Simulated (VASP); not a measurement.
A run of VASP 6.6.1:

The input POSCAR:

```
ZnS
1.0
    0.0000000000      2.6940857896      2.6940857896
    2.6940857896      0.0000000000      2.6940857896
    2.6940857896      2.6940857896      0.0000000000
Zn S
1 1
Direct
    0.0000000000      0.0000000000      0.0000000000
    0.2500000000      0.2500000000      0.2500000000
```

File INCAR.step1:

```
SYSTEM = ZnS
PREC = Accurate ; ENCUT = 520
EDIFF = 1E-5 ; ISMEAR = 0
SIGMA = 0.01 ; LREAL = .FALSE.
LASPH = .TRUE. ; NELM = 100
ALGO = Normal ; ISIF = 2
LWAVE = .TRUE. ; LCHARG = .FALSE.
NBANDS = 16 ; GGA = PE
```

The input INCAR.step2:

```
SYSTEM = ZnS
PREC = Accurate ; ENCUT = 520
EDIFF = 1E-6 ; ISMEAR = 0
SIGMA = 0.01 ; LREAL = .FALSE.
LASPH = .TRUE. ; NELM = 100
ALGO = Normal ; ISIF = 2
LWAVE = .FALSE. ; LCHARG = .FALSE.
GGA = PE ; LHFCALC = .TRUE.
HFSCREEN = 0.2079 ; PRECFOCK = Normal
NBANDS = 16 ; ISTART = 1
```

File KPOINTS:

```
Automatic mesh
0
G
  6 6 6
  0 0 0
```

Potentials or basis: VASP PAW PBE potentials, release 64 (Zn, S).

Command:

```console
$ cat potpaw_PBE.64/Zn/POTCAR potpaw_PBE.64/S/POTCAR > POTCAR
$ cp INCAR.step1 INCAR
$ mpirun -np 1 vasp_std > vasp.out
$ cp INCAR.step2 INCAR
$ mpirun -np 1 vasp_std > vasp.out
```

Hardware: 1 thread of Intel(R) Xeon(R) Platinum 8488C (Sapphire Rapids), on a shared host.

Q: How long does it take, and how much memory?

A: It took 24 min on 1 thread of Intel(R) Xeon(R) Platinum 8488C (Sapphire Rapids), with other jobs on the host, peak memory 0.28 GiB. Counts: k points 16.
